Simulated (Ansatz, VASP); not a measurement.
# ZrS in VASP and in Ansatz

File INCAR:

```
SYSTEM = ZrS
PREC     = Accurate       ! precision mode
ENCUT    = 520            ! plane-wave cutoff, eV
EDIFF    = 1E-6           ! SCF threshold, eV
ISMEAR   = 0              ! smearing method
SIGMA    = 0.1            ! smearing width, eV
LREAL    = .False.        ! projectors in reciprocal space
LASPH    = .True.         ! aspherical terms in the spheres
NELM     = 60             ! most SCF steps
ALGO     = Normal         ! electronic algorithm
ISIF     = 2              ! what is computed and relaxed
LWAVE    = .False.        ! write WAVECAR
LCHARG   = .False.        ! write CHGCAR
GGA      = PS             ! functional
NBANDS   = 16             ! bands
```

The input KPOINTS:

```
Automatic mesh
0
Gamma
  10 10 10
  0 0 0
```

The input POSCAR:

```
ZrS
1.0
    0.0000000000      2.6250000000      2.6250000000
    2.6250000000      0.0000000000      2.6250000000
    2.6250000000      2.6250000000      0.0000000000
Zr S
1 1
Direct
    0.0000000000      0.0000000000      0.0000000000
    0.5000000000      0.5000000000      0.5000000000
```

Input for Ansatz:

```yaml
crystal:
  lattice:
    - [0.0, 2.625, 2.625]
    - [2.625, 0.0, 2.625]
    - [2.625, 2.625, 0.0]
  atoms:
    - { symbol: Zr, position: [0.0, 0.0, 0.0] }
    - { symbol: S, position: [0.5, 0.5, 0.5] }
basis:
  ecutwfc: 420
kpoints:
  mp_grid: { grid: [10, 10, 10] }
hamiltonian:
  xc: pbesol
scf:
  occupations: { method: gaussian, width: 0.1 }
output:
  forces: true
  stress: true
  eigenvalues: true
```

Alike in both runs: task single point; functional PBEsol; k mesh 10 × 10 × 10; occupations gaussian, width 0.1 eV; no spin polarisation.

|  | VASP | Ansatz |
| --- | --- | --- |
| version | VASP 6.6.1 | Ansatz 0.2.0 |
| potentials or method | VASP PAW PBE potentials, release 64 (Zr_sv, S), cutoff 520 eV | scalar-relativistic, plane waves, PAW |
| valence electrons in the cell | 18 | 18 |

VASP gave:

| Quantity | Value |
| --- | --- |
| gap on the k mesh at the Fermi level (eV) | none |
| pressure (GPa) | -6.2 |

Q: Which values does Ansatz return?

A: gap on the k mesh at the Fermi level (eV): none; pressure (GPa): -6.4.

VASP's potentials were made for PBE, not for PBEsol. A gap of «none» marks a metal or a gap that the smearing closes. The functional is the same, so the differences come from potentials, cutoffs and numerics.
